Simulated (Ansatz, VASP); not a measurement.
Al: VASP beside Ansatz

```xyz
6
Lattice="-2.8036 0.0000 0.0000 -1.4018 -2.4280 0.0000 -2.0248 -1.8884 14.0253" Properties=species:S:1:pos:R:3 pbc="T T T"
Al   -2.8036   -1.6186    1.1690
Al   -2.8036   -1.6186    5.8441
Al   -2.8036   -1.6186   10.5192
Al   -1.4018   -0.8093   12.8567
Al   -1.4018   -0.8093    3.5066
Al   -1.4018   -0.8093    8.1816
```

Alike in both runs: task single point; functional PBE; dispersion D3(BJ); k mesh 18 × 18 × 3; occupations gaussian, width 0.15 eV; no spin polarisation.

|  | VASP | Ansatz |
| --- | --- | --- |
| version | VASP 6.6.1 | Ansatz 0.2.0 |
| potentials or method | VASP PAW PBE potentials, release 64 (Al), cutoff 520 eV | scalar-relativistic, plane waves, PAW |
| valence electrons in the cell | 18 | 18 |

|  | VASP | Ansatz | Ansatz less VASP |
| --- | --- | --- | --- |
| gap on the k mesh at the Fermi level (eV) | none | none | - |
| pressure (GPa) | 1.2 | 1.2 | 0.00 |
| traceless stress, the component that is largest in VASP (GPa) | 1.81 | 1.81 | +0.002 |
| rms of the force components (eV/Å) | 0.325 | 0.325 | -0.0001 |

Atom by atom the forces differ by 0.000 eV/Å (rms over components). A gap of «none» marks a metal or a gap that the smearing closes.
